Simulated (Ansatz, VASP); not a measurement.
Two plane-wave programs on Cu

Contents of INCAR:

```
  ALGO = Fast
  EDIFF = 1E-7
  ENCUT = 520
  GGA = PS
  ISIF = 2
  ISMEAR = 0
  LASPH = T
  LCHARG = F
  LREAL = F
  LWAVE = F
  NBANDS = 18
  NELM = 60
  PREC = Accurate
  SIGMA = 0.15
```

The input KPOINTS:

```
k-points
0
Gamma
  24 24 12
```

POSCAR

```
Cu
1.0
    2.7248008370      0.0000000000      0.0000000000
   -1.3624004185      2.3597467451      0.0000000000
    0.0000000000      0.0000000000      3.9444216917
Cu
2
Direct
    0.3333333333      0.6666666667      0.2500000000
    0.6666666667      0.3333333333      0.7500000000
```

Input for Ansatz:

```yaml
crystal:
  lattice:
    - [2.724800837, 0.0, 0.0]
    - [-1.3624004185, 2.3597467451, 0.0]
    - [0.0, 0.0, 3.9444216917]
  atoms:
    - { symbol: Cu, position: [0.3333333333, 0.6666666667, 0.25] }
    - { symbol: Cu, position: [0.6666666667, 0.3333333333, 0.75] }
basis:
  ecutwfc: 520.0
kpoints:
  mp_grid: { grid: [24, 24, 12] }
hamiltonian:
  xc: pbesol
  pseudopotentials: { kind: paw }
scf:
  occupations: { method: gaussian, width: 0.15 }
output:
  forces: true
  stress: true
  eigenvalues: true
```

Alike in both runs: task single point; functional PBEsol; k mesh 24 × 24 × 12; occupations gaussian, width 0.15 eV; no spin polarisation.

|  | VASP | Ansatz |
| --- | --- | --- |
| version | VASP 6.6.1 | Ansatz 0.2.0 |
| potentials or method | VASP PAW PBE potentials, release 64 (Cu), cutoff 520 eV | scalar-relativistic, plane waves, PAW |
| valence electrons in the cell | 22 | 38 |

Ansatz gave:

```
gap on the k mesh at the Fermi level (eV)                     : none
pressure (GPa)                                                : -12.3
traceless stress, the component that is largest in VASP (GPa) : 8.51
```

Task: Estimate VASP's values.

Result: gap on the k mesh at the Fermi level (eV): none; pressure (GPa): -11.6; traceless stress, the component that is largest in VASP (GPa): 8.46.

VASP's potentials were made for PBE, not for PBEsol. A gap of «none» marks a metal or a gap that the smearing closes. The functional is the same, so the differences come from potentials, cutoffs and numerics. VASP's potentials hold 22 valence electrons a cell and Ansatz's 38, so a difference there can come from the potentials and not from the codes.
